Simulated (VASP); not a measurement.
# MnRu (P-6m2) in VASP: a series of runs

MnRu is run at these levels: LDA; tasks: single point.

Program: VASP 6.6.1. These are calculated values, not measurements. Logs are shortened: lines on timing, memory, paths and dates and some standing lists are left out, and cuts for length are marked.

## (1) The cell of the first run

Symmetry: P-6m2, No. 187, hexagonal system. Conventional cell: a = 2.625 Å, b = 2.625 Å, c = 4.066 Å, α = 90.00°, β = 90.00°, γ = 120.00°. Within 3.3 Å of Mn (site symmetry -6m2) lie 6 Ru at 2.54 Å and 6 Mn at 2.63 Å. Ru (site symmetry -6m2) has 6 Mn at 2.54 Å and 6 Ru at 2.63 Å within 3.3 Å.

## (2) Single point, LDA, collinear spin, zero start

Input file INCAR:

```
  PREC = Accurate
  ENCUT = 520
  EDIFF = 1E-6
  ISMEAR = -1
  SIGMA = 0.1
  LREAL = F
  LASPH = T
  NELM = 150
  ALGO = Normal
  ISIF = 2
  LWAVE = F
  LCHARG = F
  ISPIN = 2
  MAGMOM = 0 0
  LORBIT = 11
  NUPDOWN = 0.0
  LMAXMIX = 4
  NBANDS = 24
```

Input file KPOINTS:

```
Automatic mesh
0
Gamma
  13 13 8
```

Input file POSCAR:

```
MnRu
1.0
    2.6252190000      0.0000000000      0.0000000000
   -1.3126095000      2.2735063445      0.0000000000
    0.0000000000      0.0000000000      4.0655070000
Mn Ru
1 1
Direct
    0.6666670000      0.3333330000      0.5000000000
    0.3333330000      0.6666670000      0.0000000000
```

Potentials or basis: VASP PAW LDA potentials, release 64 (Mn_pv, Ru_pv).

The run is started by

```bash
> cat potpaw_LDA.64/Mn_pv/POTCAR potpaw_LDA.64/Ru_pv/POTCAR > POTCAR
> mpirun -np 1 vasp_std > vasp.out
```

OUTCAR:

```text
PREC = Accurate
   ENCUT = 520
   EDIFF = 1E-6
   ISMEAR = -1
   LREAL = F
   LASPH = T
   NELM = 150
   ISIF = 2
   ISPIN = 2
   LORBIT = 11
   NUPDOWN = 0.0

 ion  position               nearest neighbor table
   1  0.667  0.333  0.500-   2 2.54   2 2.54   2 2.54   2 2.54   2 2.54   2 2.54
   2  0.333  0.667  0.000-   1 2.54   1 2.54   1 2.54   1 2.54   1 2.54   1 2.54

  LATTYP: Found a hexagonal cell.
 ALAT       =     2.6252190000
 C/A-ratio  =     1.5486353710

  Lattice vectors:

 A1 = (   2.6252190000,   0.0000000000,   0.0000000000)
 A2 = (  -1.3126095000,   2.2735063445,   0.0000000000)
 A3 = (   0.0000000000,   0.0000000000,   4.0655070000)

Analysis of symmetry for initial positions (statically):
=====================================================================
 Subroutine PRICEL returns:
 Original cell was already a primitive cell.

 Routine SETGRP: Setting up the symmetry group for a
 hexagonal supercell.

 Subroutine GETGRP returns: Found 12 space group operations
 (whereof 12 operations were pure point group operations)
 out of a pool of 24 trial point group operations.

The static configuration has the point symmetry D_3h.

Analysis of symmetry for dynamics (positions and initial velocities):
=====================================================================
 Subroutine PRICEL returns:
 Original cell was already a primitive cell.

 Routine SETGRP: Setting up the symmetry group for a
 hexagonal supercell.

 Subroutine GETGRP returns: Found 12 space group operations
 (whereof 12 operations were pure point group operations)
 out of a pool of 24 trial point group operations.

The dynamic configuration has the point symmetry D_3h.

Analysis of structural, dynamic, and magnetic symmetry:
=====================================================================
 Subroutine PRICEL returns:
 Original cell was already a primitive cell.

 Routine SETGRP: Setting up the symmetry group for a
 hexagonal supercell.

 Subroutine GETGRP returns: Found 12 space group operations
 (whereof 12 operations were pure point group operations)
 out of a pool of 24 trial point group operations.

The overall configuration has the point symmetry D_3h.

 Subroutine INISYM returns: Found 12 space group operations
 (whereof 12 operations are pure point group operations),
 and found     1 'primitive' translations

[... 115 lines left out ...]
  volume/ion in A,a.u.               =      12.13        81.87
  Fermi-wavevector in a.u.,A,eV,Ry     =   1.696435  3.205798 39.156104  2.877892
  Thomas-Fermi vector in A             =   2.777298
   LORBIT       =     11    0 simple, 1 ext, 2 COOP (PROOUT), +10 PAW based schemes
   GGA     = CA    functional components
   LHFCALC =     F    Hartree Fock is set to
   AEXX    =    0.0000 exact exchange contribution
   IVDW    =     0    specifies the selected vdW correction
   LEPSILON=     F    determine dielectric tensor
   LRPA    =     F    only Hartree local field effects (RPA)
 spin polarized calculation
  energy-cutoff  :      520.00
  volume of cell :       24.26
 maximum number of plane-waves:       679
 NGX is ok and might be reduce to    20
   NGX =  9   NGY =  9   NGZ = 15

 number of electron      27.0000017 magnetization      -0.0000000

 number of electron      27.0000017 magnetization       0.0000000

 Free energy of the ion-electron system (eV)
  ---------------------------------------------------
  ext. energy  EPLUGINS =         0.00000000
  ---------------------------------------------------
  free energy    TOTEN  =       -20.79008983 eV

  energy without entropy =      -20.71599210  energy(sigma->0) =      -20.75304097

 E-fermi :  11.6305     XC(G=0): -14.3777

 val. band max:       11.6189252970   @ k =   0.0769   0.0769   0.2500
 cond. band min:      11.6329247654   @ k =   0.3077   0.0769   0.3750
 fundamental gap:      0.0139994684
 Fermi energy:        11.6305215799

 spin component 1

 k-point     1 :       0.0000    0.0000    0.0000
  band No.  band energies     occupation
      1     -36.0122      1.00000
      2     -35.6974      1.00000
      3     -35.6974      1.00000
      4     -31.0653      1.00000
      5     -30.6020      1.00000
      6     -30.6020      1.00000
[... 637 lines left out ...]
     23      31.7250      0.00000
     24      31.8675      0.00000

 [... further k-points ...]

 spin component 2

 k-point     1 :       0.0000    0.0000    0.0000
  band No.  band energies     occupation
      1     -36.0122      1.00000
      2     -35.6974      1.00000
      3     -35.6974      1.00000
      4     -31.0653      1.00000
      5     -30.6020      1.00000
      6     -30.6020      1.00000
[... 637 lines left out ...]
     23      31.7250      0.00000
     24      31.8675      0.00000

 [... further k-points ...]

------------------------ aborting loop because EDIFF is reached ----------------------------------------

  FORCE on cell =-STRESS in cart. coord.  units (eV):
  Direction    XX          YY          ZZ          XY          YZ          ZX
  --------------------------------------------------------------------------------------
  -------------------------------------------------------------------------------------
  Total       -1.5839925     -1.5839925     -1.5152647      0.0000000      0.0000000      0.0000000
  in kB     -104.5893075   -104.5893075   -100.0512832      0.0000000      0.0000000      0.0000000
  external PRESSURE =    -103.0766327 kB  Pullay stress =       0.0000000 kB

 VOLUME and BASIS-vectors are now :
 -----------------------------------------------------------------------------
  energy-cutoff  :      520.00
  volume of cell :       24.26
      direct lattice vectors                 reciprocal lattice vectors
     2.625219000  0.000000000  0.000000000     0.380920601  0.219924612  0.000000000
    -1.312609500  2.273506344  0.000000000     0.000000000  0.439849223  0.000000000
     0.000000000  0.000000000  4.065507000     0.000000000  0.000000000  0.245971782

 POSITION                                       TOTAL-FORCE (eV/Angst)
 -----------------------------------------------------------------------------------
      1.31261      0.75783      2.03275         0.000000      0.000000      0.000000
     -0.00000      1.51567      0.00000        -0.000000     -0.000000      0.000000
 -----------------------------------------------------------------------------------
    total drift:                                0.000363     -0.000210      0.000000

  FREE ENERGIE OF THE ION-ELECTRON SYSTEM (eV)
  ---------------------------------------------------
  free  energy   TOTEN  =       -20.7900898289 eV

  energy  without entropy=      -20.7159921022  energy(sigma->0) =      -20.75304097

 total charge

# of ion       s       p       d       tot
------------------------------------------
    1        0.392   6.361   5.145  11.898
    2        0.445   6.347   6.017  12.808
--------------------------------------------------
tot          0.837  12.707  11.162  24.706

 magnetization (x)

# of ion       s       p       d       tot
------------------------------------------
    1        0.000  -0.000  -0.000  -0.000
    2        0.000   0.000   0.000   0.000
--------------------------------------------------
tot          0.000  -0.000  -0.000  -0.000
```

OSZICAR:

```text
N       E                     dE             d eps       ncg     rms          rms(c)
DAV:   1     0.273271350762E+03    0.27327E+03   -0.15353E+04 10104   0.141E+03
DAV:   2    -0.148014714819E+02   -0.28807E+03   -0.27587E+03 10408   0.414E+02
DAV:   3    -0.235610639494E+02   -0.87596E+01   -0.87093E+01 12832   0.815E+01
DAV:   4    -0.236290486448E+02   -0.67985E-01   -0.67968E-01 10504   0.722E+00
DAV:   5    -0.236299036226E+02   -0.85498E-03   -0.85497E-03 11368   0.779E-01    0.210E+01
DAV:   6    -0.320158521487E+02   -0.83859E+01   -0.91056E+01 11056   0.633E+01    0.379E+01
DAV:   7    -0.210795781552E+02    0.10936E+02   -0.78519E+01 11552   0.508E+01    0.617E+00
DAV:   8    -0.208070596952E+02    0.27252E+00   -0.13297E+00 10960   0.680E+00    0.182E+00
DAV:   9    -0.207984352103E+02    0.86245E-02   -0.30097E-02 11216   0.135E+00    0.128E+00
DAV:  10    -0.207906091510E+02    0.78261E-02   -0.60154E-03 11384   0.604E-01    0.486E-01
DAV:  11    -0.207900932173E+02    0.51593E-03   -0.59346E-04 10888   0.201E-01    0.929E-02
DAV:  12    -0.207900912324E+02    0.19850E-05   -0.81072E-05 11112   0.513E-02    0.372E-02
DAV:  13    -0.207900900782E+02    0.11541E-05   -0.21681E-05 11640   0.310E-02    0.803E-03
DAV:  14    -0.207900898289E+02    0.24931E-06   -0.16121E-06  5688   0.763E-03
   1 F= -.20790090E+02 E0= -.20753041E+02  d E =-.740977E-01  mag=    -0.0000
```

stdout:

```text
POSCAR found type information on POSCAR MnRu
 POSCAR found :  2 types and       2 ions
 scaLAPACK will be used
 LDA part: xc-table for (Slater(with rela. corr.)+CA(PZ))
 , standard interpolation
 POSCAR, INCAR and KPOINTS ok, starting setup
 FFT: planning ... GRIDC
 FFT: planning ... GRID_SOFT
 FFT: planning ... GRID
 WAVECAR not read
 entering main loop
```

It took 68 s on 1 thread of Intel Xeon Platinum 8488C (Sapphire Rapids), shared host; peak memory 0.2 GiB.

What came out:

```yaml
Free_energy: -20.7901 eV
Pressure: -10.3 GPa
Net_moment: 0.00 μB per cell
Valence_electrons_inside_the_program's_atomic_spheres: Mn 11.90; Ru 12.81
```

Caveat: the cell stands under tension; the total moment is fixed, so each spin has its own Fermi level.

## (3) Single point, LDA, collinear spin, ferromagnetic start

Input file INCAR:

```
SYSTEM = MnRu
PREC = Accurate
ENCUT = 520
EDIFF = 1E-6
ISMEAR = -1
SIGMA = 0.1
LREAL = .False.
LASPH = .True.
NELM = 150
ALGO = Normal
ISIF = 2
LWAVE = .False.
LCHARG = .False.
ISPIN = 2
MAGMOM = 0.99 0.04
LORBIT = 11
NUPDOWN = 1.0
LMAXMIX = 4
NBANDS = 24
```

Input file KPOINTS:

```
Automatic mesh
0
Gamma
  13 13 8
  0 0 0
```

POSCAR is that of step 2.

Potentials or basis: VASP PAW LDA potentials, release 64 (Mn_pv, Ru_pv).

The run is started by

```bash
> cat potpaw_LDA.64/Mn_pv/POTCAR potpaw_LDA.64/Ru_pv/POTCAR > POTCAR
> mpirun -np 1 vasp_std > vasp.out
```

Wall time 67 s (1 thread of Intel Xeon Platinum 8488C (Sapphire Rapids), shared host); peak memory 0.21 GiB.

The run converged. Its results:

* Free energy: -20.6887 eV
* Pressure: -7.7 GPa
* Net moment: 1.00 μB per cell
* Site moments: Mn +0.89; Ru +0.05 μB
* Valence electrons inside the program's atomic spheres: Mn 11.90; Ru 12.82

Stress tensor (GPa, compression positive):
```
-8.05  0.00  0.00
 0.00 -8.05  0.00
 0.00  0.00 -7.03
```

Caveat: the cell stands under tension; the total moment is fixed, so each spin has its own Fermi level.

## (4) Single point, LDA, collinear spin, ferromagnetic start

Input file INCAR:

```
SYSTEM = MnRu
ALGO     = Normal         ! electronic algorithm
EDIFF    = 1E-6           ! SCF threshold, eV
ENCUT    = 520            ! plane-wave cutoff, eV
ISIF     = 2              ! what is computed and relaxed
ISMEAR   = -1             ! smearing method
ISPIN    = 2              ! spin polarisation
LASPH    = .True.         ! aspherical terms in the spheres
LCHARG   = .True.         ! write CHGCAR
LELF     = .True.         ! ELF
LMAXMIX  = 4              ! l up to which the mixer works
LORBIT   = 11             ! projections on sites
LREAL    = .False.        ! projectors in reciprocal space
LVHAR    = .True.       
LWAVE    = .False.        ! write WAVECAR
MAGMOM   = 1.83 0.11      ! initial moments
NBANDS   = 24             ! bands
NELM     = 150            ! most SCF steps
NUPDOWN  = 1.9            ! fixed moment
PREC     = Accurate       ! precision mode
SIGMA    = 0.1            ! smearing width, eV
```

Input file KPOINTS:

```
k-points
0
Gamma
  13 13 8
  0 0 0
```

POSCAR is that of step 3.

Potentials or basis: VASP PAW LDA potentials, release 64 (Mn_pv, Ru_pv).

The run is started by

```bash
> cat potpaw_LDA.64/Mn_pv/POTCAR potpaw_LDA.64/Ru_pv/POTCAR > POTCAR
> mpirun -np 1 vasp_std > vasp.out
```

OUTCAR:

```text
SYSTEM = MnRu
   EDIFF = 1E-6
   ENCUT = 520
   ISIF = 2
   ISMEAR = -1
   ISPIN = 2
   LASPH = .True.
   LORBIT = 11
   LREAL = .False.
   NELM = 150
   NUPDOWN = 1.9
   PREC = Accurate

 ion  position               nearest neighbor table
   1  0.667  0.333  0.500-   2 2.54   2 2.54   2 2.54   2 2.54   2 2.54   2 2.54
   2  0.333  0.667  0.000-   1 2.54   1 2.54   1 2.54   1 2.54   1 2.54   1 2.54

  LATTYP: Found a hexagonal cell.
 ALAT       =     2.6252190000
 C/A-ratio  =     1.5486353710

  Lattice vectors:

 A1 = (   2.6252190000,   0.0000000000,   0.0000000000)
 A2 = (  -1.3126095000,   2.2735063445,   0.0000000000)
[... 1510 lines left out ...]

 VOLUME and BASIS-vectors are now :
 -----------------------------------------------------------------------------
  energy-cutoff  :      520.00
  volume of cell :       24.26
      direct lattice vectors                 reciprocal lattice vectors
     2.625219000  0.000000000  0.000000000     0.380920601  0.219924612  0.000000000
    -1.312609500  2.273506344  0.000000000     0.000000000  0.439849223  0.000000000
     0.000000000  0.000000000  4.065507000     0.000000000  0.000000000  0.245971782

 POSITION                                       TOTAL-FORCE (eV/Angst)
 -----------------------------------------------------------------------------------
      1.31261      0.75783      2.03275        -0.000000      0.000000      0.000000
     -0.00000      1.51567      0.00000         0.000000      0.000000      0.000000
 -----------------------------------------------------------------------------------
    total drift:                                0.000362     -0.000209      0.000000

  FREE ENERGIE OF THE ION-ELECTRON SYSTEM (eV)
  ---------------------------------------------------
  free  energy   TOTEN  =       -20.4424965352 eV

  energy  without entropy=      -20.3404052363  energy(sigma->0) =      -20.39145089

 total charge

# of ion       s       p       d       tot
------------------------------------------
    1        0.394   6.357   5.143  11.895
    2        0.446   6.337   6.051  12.834
--------------------------------------------------
tot          0.840  12.694  11.194  24.729

 magnetization (x)

# of ion       s       p       d       tot
------------------------------------------
    1        0.004   0.035   1.619   1.659
    2       -0.004   0.021   0.119   0.136
--------------------------------------------------
tot          0.000   0.056   1.738   1.794
```

stdout:

```text
POSCAR found type information on POSCAR MnRu
 POSCAR found :  2 types and       2 ions
 scaLAPACK will be used
 LDA part: xc-table for (Slater(with rela. corr.)+CA(PZ))
 , standard interpolation
 POSCAR, INCAR and KPOINTS ok, starting setup
 FFT: planning ... GRIDC
 FFT: planning ... GRID_SOFT
 FFT: planning ... GRID
 WAVECAR not read
 entering main loop
```

It took 68 s on 1 thread of Intel Xeon Platinum 8488C (Sapphire Rapids), shared host; peak memory 0.2 GiB.

What came out:

* Free energy: -20.4425 eV
* Pressure: -1.0 GPa
* Net moment: 1.90 μB per cell
* Site moments: Mn +1.66; Ru +0.14 μB
* Valence electrons inside the program's atomic spheres: Mn 11.89; Ru 12.83

Caveat: the total moment is fixed, so each spin has its own Fermi level.

## (5) Single point, LDA, collinear spin, ferromagnetic start

Input file INCAR:

```
SYSTEM = MnRu
PREC = Accurate
ENCUT = 520
EDIFF = 1E-6
ISMEAR = -1
SIGMA = 0.1
LREAL = .FALSE.
LASPH = .TRUE.
NELM = 150
ALGO = Normal
ISIF = 2
LWAVE = .FALSE.
LCHARG = .FALSE.
ISPIN = 2
MAGMOM = 2.73 0.23
LORBIT = 11
NUPDOWN = 2.9
LMAXMIX = 4
GGA = CA
NBANDS = 24
```

Input file KPOINTS:

```
Automatic mesh
0
G
  13 13 8
  0 0 0
```

POSCAR is that of step 4.

The run is started by

```bash
> cat potpaw_LDA.64/Mn_pv/POTCAR potpaw_LDA.64/Ru_pv/POTCAR > POTCAR
> mpirun -np 1 vasp_std > vasp.out
```

It took 71 s on 1 thread of Intel Xeon Platinum 8488C (Sapphire Rapids), shared host; peak memory 0.2 GiB.

Results (log left out):

```yaml
Free_energy: -20.0738 eV
Pressure: 9.8 GPa
Net_moment: 2.90 μB per cell
Site_moments: Mn +2.48; Ru +0.26 μB
Valence_electrons_inside_the_program's_atomic_spheres: Mn 11.89; Ru 12.86
```

Stress tensor (GPa, compression positive):
```
12.69  0.00  0.00
 0.00 12.69  0.00
 0.00  0.00  4.13
```

Caveat: the cell stands under pressure; the total moment is fixed, so each spin has its own Fermi level.

## (6) Summary

```csv
spin,fixed moment (μB),pressure (GPa),moment (μB)
"collinear, zero start",0.0,-10.3,0.00
"collinear, ferromagnetic start",1.0,-7.7,1.00
"collinear, ferromagnetic start",1.9,-1.0,1.90
"collinear, ferromagnetic start",2.9,9.8,2.90
```

Alike in all rows: task single point; level LDA; potentials or basis VASP PAW LDA potentials, release 64 (Mn_pv, Ru_pv); cell as given; k mesh 13 × 13 × 8; cutoff (eV) 520; smearing fermi-dirac 0.1 eV.

Caveats: the total moment is fixed, so each spin has its own Fermi level; the cell stands under tension (at least some runs); the cell stands under pressure (at least some runs).

Absolute energies hang on the potentials; compare differences alone.
